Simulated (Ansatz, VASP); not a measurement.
# Si2SnGe: VASP beside Ansatz

```
Si Sn Ge
1.0
     4.12236    0.00000    0.00000
     0.00000    4.12236    0.00000
     0.00000    0.00000    5.85739
Si Sn Ge
2 1 1
Direct
  0.50000 0.00000 0.76843
  0.00000 0.50000 0.23157
  0.00000 0.00000 0.50000
  0.50000 0.50000 0.00000
```

Alike in both runs: functional PBE; k mesh 6 × 6 × 4; occupations gaussian, width 0.1 eV; no spin polarisation.

Ansatz relaxed the structure, and its values are those at the end. VASP's run is a single point on that final structure, the one shown.

```csv
,VASP,Ansatz
version,VASP 6.6.1,Ansatz 0.2.0
potentials or method,"VASP PAW PBE potentials, release 64 (Si, Sn_d, Ge_d), cutoff 520 eV","scalar-relativistic, plane waves, PAW"
valence electrons in the cell,36,36
```

```csv
,VASP,Ansatz,Ansatz less VASP
gap on the k mesh at the Fermi level (eV),0.10,0.10,-0.001
least direct gap on the mesh (eV),0.17,0.16,-0.001
pressure (GPa),-0.2,0.0,+0.13
```
